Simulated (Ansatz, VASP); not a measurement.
**One calculation of Si, two programs**

```
CELL_PARAMETERS angstrom
3.81974 0.00000 0.00000
0.00000 3.81974 0.00000
0.00000 0.00000 22.75240
ATOMIC_POSITIONS crystal
Si 0.75000 0.00000 0.35161
Si 0.25000 0.00000 0.41097
Si 0.25000 0.50000 0.47032
Si 0.75000 0.50000 0.52968
Si 0.75000 0.00000 0.58903
Si 0.25000 0.00000 0.64839
```

Alike in both runs: task single point; functional LDA; k mesh 10 × 10 × 1; occupations fermi-dirac, width 0.15 eV; no spin polarisation.

|  | VASP | Ansatz |
| --- | --- | --- |
| version | VASP 6.6.1 | Ansatz 0.2.0 |
| potentials or method | VASP PAW LDA potentials, release 64 (Si) | PAW with Ansatz's default frozen-core files, scalar-relativistic |
| plane-wave cutoff (eV) | 520 | 420 |
| valence electrons in the cell | 24 | 24 |

VASP gave:

- gap on the k mesh at the Fermi level (eV): none
- rms of the force components (eV/Å): 0.060

Question: Estimate Ansatz's values.

Answer: gap on the k mesh at the Fermi level (eV): none; rms of the force components (eV/Å): 0.061.

LDA's correlation is that of Perdew and Zunger in VASP and of Perdew and Wang (1992) in Ansatz. Atom by atom the forces differ by 0.001 eV/Å (rms over components). A gap of «none» marks a metal or a gap that the smearing closes. Ansatz's warnings: xc potential rough in thin density.
